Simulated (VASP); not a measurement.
Crystal: TiO2.

```
CELL_PARAMETERS angstrom
4.81270 0.00000 0.00000
0.00000 4.87188 0.00000
-0.86289 0.00000 4.96659
ATOMIC_POSITIONS crystal
Ti 0.27744 0.44719 0.71315
Ti 0.72256 0.94719 0.78685
Ti 0.72256 0.55281 0.28685
Ti 0.27744 0.05281 0.21315
O 0.44536 0.74237 0.96677
O 0.55464 0.24237 0.53323
O 0.55464 0.25763 0.03323
O 0.44536 0.75763 0.46677
O 0.06384 0.32303 0.35156
O 0.93616 0.82303 0.14844
O 0.93616 0.67697 0.64844
O 0.06384 0.17697 0.85156
```

Base run:

* Program: VASP 6.6.1
* Functional: PBE
* Potentials or basis: VASP PAW PBE potentials, release 64 (Ti_sv, O)
* Cutoff: 520 eV
* k mesh: 5 × 4 × 4
* Occupations: fermi-dirac, width 0.02 eV
* Spin: no spin polarisation

Its results: band gap on the k mesh 2.32 eV, indirect (least direct gap 2.38 eV); pressure 4.9 GPa; largest force 0.100 eV/Å.

Q: The run is repeated on the same cell with these changes: functional from PBE to r2SCAN. What comes out?

A: Band gap on the k mesh 2.72 eV, indirect (least direct gap 2.77 eV); pressure 0.0 GPa; largest force 0.046 eV/Å.

r2SCAN gives the wider gap, since meta-GGAs in the generalised Kohn-Sham scheme recover part of the derivative discontinuity.

Caveats: the PAW data sets were made with another functional, which shifts forces and pressure a little (some runs).

A k mesh can miss the band edges.
